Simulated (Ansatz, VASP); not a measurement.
# One calculation of CdTe, two programs

INCAR

```
SYSTEM = CdTe
PREC = Accurate ; ENCUT = 520
EDIFF = 1E-6 ; ISMEAR = 0
SIGMA = 0.05 ; LREAL = .FALSE.
LASPH = .TRUE. ; NELM = 60
ALGO = Normal ; ISIF = 2
LWAVE = .FALSE. ; LCHARG = .TRUE.
LELF = .TRUE. ; LVHAR = .TRUE.
NBANDS = 16
```

Contents of KPOINTS:

```
regular mesh
0
G
  8 8 8
  0 0 0
```

Contents of POSCAR:

```
CdTe
1.0
    0.0000000000      3.3210293960      3.1902299674
    3.1902299674      0.0000000000      3.1902299674
    3.1902299674      3.3210293960      0.0000000000
Cd Te
1 1
Direct
    0.0000000000      0.0000000000      0.0000000000
    0.7500000000      0.7500000000      0.7500000000
```

Input for Ansatz:

```yaml
crystal:
  lattice:
    - [0.0, 3.321029396, 3.1902299674]
    - [3.1902299674, 0.0, 3.1902299674]
    - [3.1902299674, 3.321029396, 0.0]
  atoms:
    - { symbol: Cd, position: [0.0, 0.0, 0.0] }
    - { symbol: Te, position: [0.75, 0.75, 0.75] }
basis:
  ecutwfc: 420
kpoints:
  mp_grid: { grid: [8, 8, 8] }
hamiltonian:
  xc: lda
  pseudopotentials: { kind: paw }
scf:
  occupations: { method: gaussian, width: 0.05 }
output:
  forces: true
  stress: true
  eigenvalues: true
```

Alike in both runs: task single point; functional LDA; k mesh 8 × 8 × 8; occupations gaussian, width 0.05 eV; no spin polarisation.

```csv
,VASP,Ansatz
version,VASP 6.6.1,Ansatz 0.2.0
potentials or method,"VASP PAW LDA potentials, release 64 (Cd, Te), cutoff 520 eV","scalar-relativistic, plane waves, PAW"
valence electrons in the cell,18,36
```

|  | VASP | Ansatz | Ansatz less VASP |
| --- | --- | --- | --- |
| gap on the k mesh at the Fermi level (eV) | 0.52 | 0.48 | -0.041 |
| least direct gap on the mesh (eV) | 0.52 | 0.48 | -0.041 |
| pressure (GPa) | -1.0 | -1.2 | -0.24 |
| traceless stress, the component that is largest in VASP (GPa) | -0.55 | -0.56 | -0.006 |

LDA's correlation is that of Perdew and Zunger in VASP and of Perdew and Wang (1992) in Ansatz. VASP's potentials hold 18 valence electrons a cell and Ansatz's 36, so a difference there can come from the potentials and not from the codes.

Neither program's run includes spin-orbit coupling.
